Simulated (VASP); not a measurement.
# GaN (P6_3mc) in VASP: further runs

The runs below take GaN through single point, relaxation of shape and atoms at fixed volume, with PBEsol.

Program: VASP 6.6.1. These are calculated values, not measurements. Logs are shortened: lines on timing, memory, paths and dates and some standing lists are left out, and cuts for length are marked.

## 1. The cell of the first run

Symmetry: P6_3mc, No. 186, hexagonal system. The conventional cell has a = 3.124 Å, b = 3.124 Å, c = 5.540 Å, α = 90.00°, β = 90.00°, γ = 120.00°. Within 2.4 Å of Ga (site symmetry 3m) lie 4 N at 1.84 to 2.40 Å. N (site symmetry 3m) has 4 Ga at 1.84 to 2.40 Å within 2.4 Å.

## 2. Single point, PBEsol (strained and its atoms moved)

Input file INCAR:

```
PREC = Accurate
ENCUT = 600
EDIFF = 1E-6
ISMEAR = 0
SIGMA = 0.02
LREAL = F
LASPH = T
NELM = 120
ALGO = Normal
ISIF = 2
LWAVE = F
LCHARG = F
GGA = PS
NBANDS = 26
GGA_COMPAT = F
```

Input file KPOINTS:

```
Automatic mesh
0
Gamma
  12 12 6
```

Input file POSCAR:

```
GaN
1.0
    3.1242224665      0.0000000000      0.0000000000
   -1.5621112333      2.7056560230      0.0000000000
    0.0000000000      0.0000000000      5.5403283600
Ga N
2 2
Direct
    0.3333333333      0.6666666667     -0.0290360046
    0.6666666667      0.3333333333      0.4709639954
    0.3333333333      0.6666666667      0.4040360046
    0.6666666667      0.3333333333      0.9040360046
```

Potentials or basis: VASP PAW PBE potentials, release 64 (Ga_d, N).

Started as:

```console
$ cat potpaw_PBE.64/Ga_d/POTCAR potpaw_PBE.64/N/POTCAR > POTCAR
$ mpirun -np 1 vasp_std > vasp.out
```

OUTCAR:

```text
PREC = Accurate
   ENCUT = 600
   EDIFF = 1E-6
   ISMEAR = 0
   LREAL = F
   LASPH = T
   NELM = 120
   ISIF = 2
   GGA = PS

 ion  position               nearest neighbor table
   1  0.333  0.667  0.971-   4 1.84   4 1.84   4 1.84
   2  0.667  0.333  0.471-   3 1.84   3 1.84   3 1.84
   3  0.333  0.667  0.404-   2 1.84   2 1.84   2 1.84
   4  0.667  0.333  0.904-   1 1.84   1 1.84   1 1.84

  LATTYP: Found a hexagonal cell.
 ALAT       =     3.1242224665
 C/A-ratio  =     1.7733463028

  Lattice vectors:

 A1 = (   3.1242224665,   0.0000000000,   0.0000000000)
 A2 = (  -1.5621112333,   2.7056560230,   0.0000000000)
 A3 = (   0.0000000000,   0.0000000000,   5.5403283600)

Analysis of symmetry for initial positions (statically):
=====================================================================
 Subroutine PRICEL returns:
 Original cell was already a primitive cell.

 Routine SETGRP: Setting up the symmetry group for a
 hexagonal supercell.

 Subroutine GETGRP returns: Found 12 space group operations
 (whereof  6 operations were pure point group operations)
 out of a pool of 24 trial point group operations.

The static configuration has the point symmetry C_3v.
 The point group associated with its full space group is C_6v.

Analysis of symmetry for dynamics (positions and initial velocities):
=====================================================================
 Subroutine PRICEL returns:
 Original cell was already a primitive cell.

 Routine SETGRP: Setting up the symmetry group for a
 hexagonal supercell.

 Subroutine GETGRP returns: Found 12 space group operations
 (whereof  6 operations were pure point group operations)
 out of a pool of 24 trial point group operations.

The dynamic configuration has the point symmetry C_3v.
 The point group associated with its full space group is C_6v.

 Subroutine INISYM returns: Found 12 space group operations
 (whereof  6 operations are pure point group operations),
 and found     1 'primitive' translations

----------------------------------------------------------------------------------------

                                     Primitive cell

  volume of cell :      46.8328

[... 81 lines left out ...]
   NGXF,Y,Z  is equivalent  to a cutoff of  29.80, 29.80, 28.81 a.u.
 SYSTEM =  unknown system
   PREC   = accura    normal or accurate (medium, high low for compatibility)
   ISTART =      0    job   : 0-new  1-cont  2-samecut
   ICHARG =      2    charge: 1-file 2-atom 10-const
   ISPIN  =      1    spin polarized calculation?
   LNONCOLLINEAR =      F non collinear calculations
   LSORBIT =      F    spin-orbit coupling
   LASPH  =      T    aspherical Exc in radial PAW
   ENCUT  =  600.0 eV  44.10 Ry    6.64 a.u.   6.24  6.24 11.07*2*pi/ulx,y,z
   NELM   =    120;   NELMIN=  2; NELMDL= -5     # of ELM steps
   EDIFF  = 0.1E-05   stopping-criterion for ELM
   LREAL  =      F    real-space projection
   EDIFFG = 0.1E-04   stopping-criterion for IOM
   NSW    =      0    number of steps for IOM
   IBRION =     -1    ionic relax: 0-MD 1-quasi-New 2-CG
   NFREE  =      0    steps in history (QN), initial steepest desc. (CG)
   ISIF   =      2    stress and relaxation
   ISYM   =      2    0-nonsym 1-usesym 2-fastsym
   POTIM  = 0.5000    time-step for ionic-motion
   TEBEG  =    0.0;   TEEND  =   0.0 temperature during run
   PSTRESS=    0.0 pullay stress
   NELECT =      36.0000    total number of electrons
   NUPDOWN=      -1.0000    fix difference up-down
   EMIN   =  10.00;   EMAX   =-10.00  energy-range for DOS
   EFERMI =   0.00;   METHOD = LEGACY
   ISMEAR =     0;   SIGMA  =   0.02  broadening in eV -4-tet -1-fermi 0-gaus
   EFERMI_NEDOS =   21; number of points for ismear=-14 and -15
   IALGO  =     38    algorithm
   IMIX   =      4    mixing-type and parameters
     AMIX     =   0.40;   BMIX     =  1.00
     AMIX_MAG =   1.60;   BMIX_MAG =  1.00
  volume/ion in A,a.u.               =      11.71        79.01
  Fermi-wavevector in a.u.,A,eV,Ry     =   1.499658  2.833943 30.599163  2.248975
  Thomas-Fermi vector in A             =   2.611260
   LORBIT       =      0    0 simple, 1 ext, 2 COOP (PROOUT), +10 PAW based schemes
   GGA     = PS    functional components
   LHFCALC =     F    Hartree Fock is set to
   AEXX    =    0.0000 exact exchange contribution
   IVDW    =     0    specifies the selected vdW correction
   LEPSILON=     F    determine dielectric tensor
   LRPA    =     F    only Hartree local field effects (RPA)
 non-spin polarized calculation
 Gauss-broadening in eV      SIGMA  =   0.02
  energy-cutoff  :      600.00
  volume of cell :       46.83
 maximum number of plane-waves:      1594
 NGX is ok and might be reduce to    28
   NGX = 13   NGY = 13   NGZ = 23

 number of electron      35.9999997 magnetization

 Free energy of the ion-electron system (eV)
  ---------------------------------------------------
  ext. energy  EPLUGINS =         0.00000000
  ---------------------------------------------------
  free energy    TOTEN  =       -25.40624754 eV

  energy without entropy =      -25.40624754  energy(sigma->0) =      -25.40624754

 E-fermi :   4.9093     XC(G=0): -11.7212

 val. band max:        4.7926285620   @ k =   0.0833   0.0833   0.0000
 cond. band min:       6.7503175741   @ k =   0.0000   0.0000   0.0000
 fundamental gap:      1.9576890121
 Fermi energy:         4.9092802192

 k-point     1 :       0.0000    0.0000    0.0000
  band No.  band energies     occupation
      1     -11.3028      2.00000
      2     -10.6621      2.00000
      3      -8.6326      2.00000
      4      -8.6326      2.00000
      5      -8.6127      2.00000
      6      -8.6127      2.00000
[... 685 lines left out ...]
     25      17.4650      0.00000
     26      17.7449      0.00000

 [... further k-points ...]
[... 5 lines left out ...]
  --------------------------------------------------------------------------------------
  -------------------------------------------------------------------------------------
  Total        5.1741106      5.1741106     -3.1400020     -0.0000000      0.0000000      0.0000000
  in kB      177.0093696    177.0093696   -107.4213144     -0.0000000      0.0000000      0.0000000
  external PRESSURE =      82.1991416 kB  Pullay stress =       0.0000000 kB

 VOLUME and BASIS-vectors are now :
 -----------------------------------------------------------------------------
  energy-cutoff  :      600.00
  volume of cell :       46.83
      direct lattice vectors                 reciprocal lattice vectors
     3.124222467  0.000000000  0.000000000     0.320079639  0.184798066  0.000000000
    -1.562111233  2.705656023  0.000000000     0.000000000  0.369596132  0.000000000
     0.000000000  0.000000000  5.540328360     0.000000000  0.000000000  0.180494717

 POSITION                                       TOTAL-FORCE (eV/Angst)
 -----------------------------------------------------------------------------------
     -0.00000      1.80377      5.37946         0.000000     -0.000000      1.144217
      1.56211      0.90189      2.60930        -0.000000      0.000000      1.144217
     -0.00000      1.80377      2.23849         0.000000      0.000000     -1.144217
      1.56211      0.90189      5.00866        -0.000000      0.000000     -1.144217
 -----------------------------------------------------------------------------------
    total drift:                               -0.000000     -0.000000      0.000478

  FREE ENERGIE OF THE ION-ELECTRON SYSTEM (eV)
  ---------------------------------------------------
  free  energy   TOTEN  =       -25.4062475443 eV

  energy  without entropy=      -25.4062475443  energy(sigma->0) =      -25.40624754
```

It took 1.8 min on 1 thread of AMD EPYC 7R43 (Zen 3), shared host; peak memory 0.21 GiB.

Results:

```
Free energy            : -25.4062 eV
Pressure               : 8.2 GPa
Largest force          : 1.144 eV/Å
Band gap on the k mesh : 1.96 eV (least direct gap 1.98 eV)
```

Forces in eV/Å, atoms in the order of the input:
```
Ga   0.000  0.000  1.144
Ga   0.000  0.000  1.144
N    0.000  0.000 -1.144
N    0.000  0.000 -1.144
```

Stress tensor (GPa, compression positive):
```
 17.70   0.00   0.00
  0.00  17.70   0.00
  0.00   0.00 -10.74
```

Levels at points of the mesh, in eV from the valence-band top:
```csv
k point,band 16,band 17,band 18,band 19,band 20,band 21
"(0.00, 0.00, 0.00)",-0.11,-0.11,-0.02,1.96,4.50,8.64
"(0.50, 0.00, 0.00)",-2.66,-1.74,-1.06,5.26,5.41,5.72
"(0.00, 0.00, 0.50)",-0.38,-0.38,-0.38,4.29,4.29,8.05
"(0.50, 0.00, 0.50)",-2.22,-1.25,-1.25,4.35,4.35,6.91
```

Caveat: the cell differs from its parent crystal (strained and its atoms moved); the stress differs along the axes, from -11 to 18 GPa; the PAW data sets were made with another functional, which shifts forces and pressure a little.

## 3. Relaxation of shape and atoms at fixed volume, PBEsol (11.71 Å³/atom)

Input file INCAR:

```
SYSTEM = GaN
ALGO     = Normal         ! electronic algorithm
EDIFF    = 1E-6           ! SCF threshold, eV
EDIFFG   = -0.01          ! ionic threshold
ENCUT    = 600            ! plane-wave cutoff, eV
GGA      = PS             ! functional
IBRION   = 2              ! ionic algorithm
ISIF     = 4              ! what is computed and relaxed
ISMEAR   = 0              ! smearing method
LASPH    = .True.         ! aspherical terms in the spheres
LCHARG   = .False.        ! write CHGCAR
LREAL    = .False.        ! projectors in reciprocal space
LWAVE    = .False.        ! write WAVECAR
NELM     = 60             ! most SCF steps
NSW      = 50             ! ionic steps
PREC     = Accurate       ! precision mode
SIGMA    = 0.02           ! smearing width, eV
```

Input file KPOINTS:

```
k-points
0
Gamma
  12 12 6
  0 0 0
```

Input file POSCAR:

```
GaN
1.0
    3.2140912170      0.0000000000      0.0000000000
   -1.6070456085      2.7834846440      0.0000000000
    0.0000000000      0.0000000000      5.2367702718
Ga N
2 2
Direct
    0.3333333333      0.6666666667     -0.0008058931
    0.6666666667      0.3333333333      0.4991941069
    0.3333333333      0.6666666667      0.3758058931
    0.6666666667      0.3333333333      0.8758058931
```

Potentials or basis: VASP PAW PBE potentials, release 64 (Ga_d, N).

Started as:

```console
$ cat potpaw_PBE.64/Ga_d/POTCAR potpaw_PBE.64/N/POTCAR > POTCAR
$ mpirun -np 1 vasp_std > vasp.out
```

OUTCAR:

```text
SYSTEM = GaN
   EDIFF = 1E-6
   EDIFFG = -0.01
   ENCUT = 600
   GGA = PS
   IBRION = 2
   ISIF = 4
   ISMEAR = 0
   LASPH = .True.
   LREAL = .False.
   NELM = 60
   NSW = 50
   PREC = Accurate

 ion  position               nearest neighbor table
   1  0.333  0.667  0.999-   4 1.96   4 1.96   4 1.96   3 1.97
   2  0.667  0.333  0.499-   3 1.96   3 1.96   3 1.96   4 1.97
   3  0.333  0.667  0.376-   2 1.96   2 1.96   2 1.96   1 1.97
   4  0.667  0.333  0.876-   1 1.96   1 1.96   1 1.96   2 1.97
[... 799 lines left out ...]

 [... further k-points ...]
[... 5 lines left out ...]
  --------------------------------------------------------------------------------------
  -------------------------------------------------------------------------------------
  Total       -1.6401732     -1.6401732     -1.6211796      0.0000000      0.0000000     -0.0000000
  in kB      -56.0905546    -56.0905546    -55.4410123      0.0000000      0.0000000     -0.0000000
  external PRESSURE =     -55.8740405 kB  Pullay stress =       0.0000000 kB

 VOLUME and BASIS-vectors are now :
 -----------------------------------------------------------------------------
  energy-cutoff  :      600.00
  volume of cell :       46.85
      direct lattice vectors                 reciprocal lattice vectors
     3.214091217  0.000000000  0.000000000     0.311129938  0.179630953  0.000000000
    -1.607045609  2.783484644  0.000000000     0.000000000  0.359261907  0.000000000
     0.000000000  0.000000000  5.236770272     0.000000000  0.000000000  0.190957393

 POSITION                                       TOTAL-FORCE (eV/Angst)
 -----------------------------------------------------------------------------------
     -0.00000      1.85566      5.23255         0.000000     -0.000000     -0.005666
      1.60705      0.92783      2.61416        -0.000000      0.000000     -0.005666
     -0.00000      1.85566      1.96801        -0.000000      0.000000      0.005666
      1.60705      0.92783      4.58639         0.000000      0.000000      0.005666
 -----------------------------------------------------------------------------------
    total drift:                                0.000000      0.000001     -0.000192

  FREE ENERGIE OF THE ION-ELECTRON SYSTEM (eV)
  ---------------------------------------------------
  free  energy   TOTEN  =       -26.2484981158 eV

  energy  without entropy=      -26.2484981158  energy(sigma->0) =      -26.24849812

 reached required accuracy - stopping structural energy minimisation
```

OSZICAR:

```text
N       E                     dE             d eps       ncg     rms          rms(c)
DAV:   1     0.292966411218E+03    0.29297E+03   -0.20042E+04  3444   0.328E+03
DAV:   2     0.974411376170E+01   -0.28322E+03   -0.27486E+03  3694   0.570E+02
DAV:   3    -0.280606569323E+02   -0.37805E+02   -0.37335E+02  3818   0.165E+02
DAV:   4    -0.297675872184E+02   -0.17069E+01   -0.17022E+01  4708   0.365E+01
DAV:   5    -0.297933468890E+02   -0.25760E-01   -0.25748E-01  3834   0.421E+00    0.100E+01
DAV:   6    -0.262176636628E+02    0.35757E+01   -0.13464E+01  6162   0.567E+01    0.305E+00
DAV:   7    -0.262917495979E+02   -0.74086E-01   -0.14783E+00  3626   0.107E+01    0.258E+00
DAV:   8    -0.262733836169E+02    0.18366E-01   -0.31115E-01  5908   0.781E+00    0.980E-01
DAV:   9    -0.262477411618E+02    0.25642E-01   -0.12315E-01  5888   0.576E+00    0.312E-01
DAV:  10    -0.262486204489E+02   -0.87929E-03   -0.57966E-03  4002   0.834E-01    0.141E-01
DAV:  11    -0.262484899105E+02    0.13054E-03   -0.10963E-03  5308   0.604E-01    0.281E-02
DAV:  12    -0.262484983133E+02   -0.84028E-05   -0.14759E-04  3736   0.952E-02    0.181E-02
DAV:  13    -0.262484979994E+02    0.31384E-06   -0.14810E-05  4732   0.900E-02    0.328E-03
DAV:  14    -0.262484981158E+02   -0.11634E-06   -0.15388E-06  2704   0.334E-02
   1 F= -.26248498E+02 E0= -.26248498E+02  d E =-.262485E+02
```

Wall time 3.4 min (1 thread of Intel Xeon 8259CL, shared host); peak memory 0.23 GiB.

Results:

| Quantity | Value |
| --- | --- |
| Free energy | -26.2485 eV |
| Pressure after relaxing | -5.6 GPa |
| Largest force after relaxing | 0.006 eV/Å |
| Band gap on the k mesh | 1.70 eV |

Forces in eV/Å, atoms in the order of the input:
```
Ga   0.000  0.000 -0.006
Ga   0.000  0.000 -0.006
N    0.000  0.000  0.006
N    0.000  0.000  0.006
```

Final structure:
```cif
data_structure
_symmetry_space_group_name_H-M 'P 1'
_symmetry_Int_Tables_number 1
_cell_length_a 3.2141
_cell_length_b 3.2141
_cell_length_c 5.2368
_cell_angle_alpha 90.000
_cell_angle_beta 90.000
_cell_angle_gamma 120.000
_cell_volume 46.85
loop_
_atom_site_label
_atom_site_type_symbol
_atom_site_fract_x
_atom_site_fract_y
_atom_site_fract_z
_atom_site_occupancy
Ga1 Ga 0.33333 0.66667 0.99919 1
Ga2 Ga 0.66667 0.33333 0.49919 1
N1 N 0.33333 0.66667 0.37581 1
N2 N 0.66667 0.33333 0.87581 1
```

Caveat: the relaxation stopped at its first step, so nothing moved; the PAW data sets were made with another functional, which shifts forces and pressure a little.

## 4. Relaxation of shape and atoms at fixed volume, PBEsol (12.05 Å³/atom)

This run uses another cell than the first one, of 12.05 Å³/atom.

Input file INCAR:

```
PREC = Accurate ; ENCUT = 600
EDIFF = 1E-6 ; ISMEAR = 0
SIGMA = 0.02 ; LREAL = F
LASPH = T ; NELM = 100
ALGO = Normal ; ISIF = 4
LWAVE = F ; LCHARG = F
GGA = PS ; IBRION = 2
NSW = 50 ; EDIFFG = -0.01
```

Input file KPOINTS:

```
Automatic mesh
0
Gamma
  12 12 6
```

Input file POSCAR:

```
GaN
1.0
    3.2449978362      0.0000000000      0.0000000000
   -1.6224989181      2.8102505614      0.0000000000
    0.0000000000      0.0000000000      5.2871269212
Ga N
2 2
Direct
    0.3333333333      0.6666666667     -0.0008058931
    0.6666666667      0.3333333333      0.4991941069
    0.3333333333      0.6666666667      0.3758058931
    0.6666666667      0.3333333333      0.8758058931
```

Started as:

```console
$ cat potpaw_PBE.64/Ga_d/POTCAR potpaw_PBE.64/N/POTCAR > POTCAR
$ mpirun -np 1 vasp_std > vasp.out
```

Wall time 3.9 min (1 thread of Intel Xeon 8259CL, shared host); peak memory 0.24 GiB.

The run converged. Its results:

* Free energy: -26.1840 eV
* Energy gained by relaxing: 0.0 meV/atom
* Ionic steps: 2
* Pressure after relaxing: -10.0 GPa
* Band gap on the k mesh: 1.51 eV

Stress tensor (GPa, compression positive):
```
 -9.93   0.00   0.00
  0.00  -9.93   0.00
  0.00   0.00 -10.01
```

Final structure:
```cif
data_structure
_symmetry_space_group_name_H-M 'P 1'
_symmetry_Int_Tables_number 1
_cell_length_a 3.2447
_cell_length_b 3.2447
_cell_length_c 5.2882
_cell_angle_alpha 90.000
_cell_angle_beta 90.000
_cell_angle_gamma 120.000
_cell_volume 48.21
loop_
_atom_site_label
_atom_site_type_symbol
_atom_site_fract_x
_atom_site_fract_y
_atom_site_fract_z
_atom_site_occupancy
Ga1 Ga 0.33333 0.66667 0.99910 1
Ga2 Ga 0.66667 0.33333 0.49910 1
N1 N 0.33333 0.66667 0.37590 1
N2 N 0.66667 0.33333 0.87590 1
```

Levels at points of the mesh, in eV from the valence-band top:
```
           k point  band 14  band 15  band 16  band 17  band 18  band 19  band 20  band 21  band 22
(0.00, 0.00, 0.00)    -0.98    -0.98    -0.04     0.00     0.00     1.51     3.84     8.78     9.49
(0.50, 0.00, 0.00)    -5.15    -4.01    -2.59    -2.08    -0.94     4.78     5.15     5.81     8.10
(0.00, 0.00, 0.50)    -3.78    -0.50    -0.50    -0.50    -0.50     3.85     3.85     8.07     8.07
(0.50, 0.00, 0.50)    -6.38    -1.83    -1.83    -1.80    -1.80     4.12     4.12     7.34     7.34
```

Caveat: the PAW data sets were made with another functional, which shifts forces and pressure a little.

## 5. Summary

```tsv
task	cell	gap on the mesh (eV)	pressure (GPa)	largest force (eV/Å)
single point	a = 3.124, b = 3.124, c = 5.540 Å, angles 90.0, 90.0, 120.0°, 4 atoms, atomic positions A	1.96	8.2	1.14
relaxation of shape and atoms at fixed volume	relaxed from a = 3.214, b = 3.214, c = 5.237 Å, angles 90.0, 90.0, 120.0°, 4 atoms, atomic positions B	1.70	-5.6	0.01
relaxation of shape and atoms at fixed volume	relaxed from a = 3.245, b = 3.245, c = 5.287 Å, angles 90.0, 90.0, 120.0°, 4 atoms, atomic positions B	1.51	-10.0	-
```

Alike in all rows: level PBEsol; potentials or basis VASP PAW PBE potentials, release 64 (Ga_d, N); no spin polarisation; k mesh 12 × 12 × 6; cutoff (eV) 600; smearing gaussian 0.02 eV.

Caveats: the PAW data sets were made with another functional, which shifts forces and pressure a little; the stress differs along the axes, from -11 to 18 GPa (at least some runs); the relaxation stopped at its first step, so nothing moved (at least some runs).

Total energies depend on the potentials used, so only differences within one code and one set of settings carry meaning.
